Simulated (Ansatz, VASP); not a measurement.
LiF in VASP and in Ansatz

```
CELL_PARAMETERS angstrom
0.00000 2.03414 2.01400
2.01400 0.00000 2.01400
2.01400 2.03414 0.00000
ATOMIC_POSITIONS crystal
Li 0.00000 0.00000 0.00000
F 0.50000 0.50000 0.50000
```

Change from the starting cell: strain +0.0100 x Voigt [0, 1, 0, 0, 0, 0], atoms carried along.

Alike in both runs: task single point; functional r2SCAN; k mesh 10 × 10 × 10; occupations gaussian, width 0.05 eV; no spin polarisation.

|  | VASP | Ansatz |
| --- | --- | --- |
| version | VASP 6.6.1 | Ansatz 0.2.0 |
| potentials or method | VASP PAW PBE potentials, release 64 (Li_sv, F), cutoff 520 eV | scalar-relativistic, plane waves, PAW |
| valence electrons in the cell | 10 | 10 |

```tsv
	VASP	Ansatz	Ansatz less VASP
gap on the k mesh at the Fermi level (eV)	10.15	9.95	-0.198
least direct gap on the mesh (eV)	10.15	9.95	-0.198
```

VASP's potentials were made for PBE, not for r2SCAN.

Noted on VASP's run: the cutoff is short for stress, so the pressure is rough.
